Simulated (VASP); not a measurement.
A run of VASP 6.6.1:

File INCAR:

```
SYSTEM = As8Pb
  ALGO = Normal
  EDIFF = 1E-7
  ENCUT = 520
  GGA = PE
  ISIF = 2
  ISMEAR = 0
  IVDW = 12
  LASPH = .TRUE.
  LCHARG = .FALSE.
  LREAL = .FALSE.
  LWAVE = .FALSE.
  NBANDS = 37
  NELM = 100
  PREC = Accurate
  SIGMA = 0.1
```

KPOINTS

```
k-points
0
G
  3 3 4
  0 0 0
```

POSCAR

```
As8Pb
1.0
    7.1991427657      0.0000000000      0.0000000000
   -3.5995713828      6.2346405205      0.0000000000
    0.0000000000      0.0000000000      5.2404759737
As Pb
8 1
Direct
    0.8238349717      0.6476699435      0.1137650267
    0.8238349717      0.1761650283      0.1137650267
    0.3333333333      0.6666666667      0.1952563499
    0.3523300565      0.1761650283      0.1137650267
    0.6476699435      0.8238349717      0.8862349733
    0.6666666667      0.3333333333      0.8047436501
    0.1761650283      0.8238349717      0.8862349733
    0.1761650283      0.3523300565      0.8862349733
    0.0000000000      0.0000000000      0.5000000000
```

Potentials or basis: VASP PAW PBE potentials, release 64 (As, Pb_d).

Run with:

```sh
$ cat potpaw_PBE.64/As/POTCAR potpaw_PBE.64/Pb_d/POTCAR > POTCAR
$ mpirun -np 1 vasp_std > vasp.out
```

Hardware: 1 thread of Intel(R) Xeon(R) 6975P-C (Granite Rapids), on a shared host.

Problem. How long does it take, and how much memory?

Solution. Wall time 54 s on 1 thread of Intel(R) Xeon(R) 6975P-C (Granite Rapids), on a shared host, peak memory 0.37 GiB. Counts: scf iterations 14, k points 10.
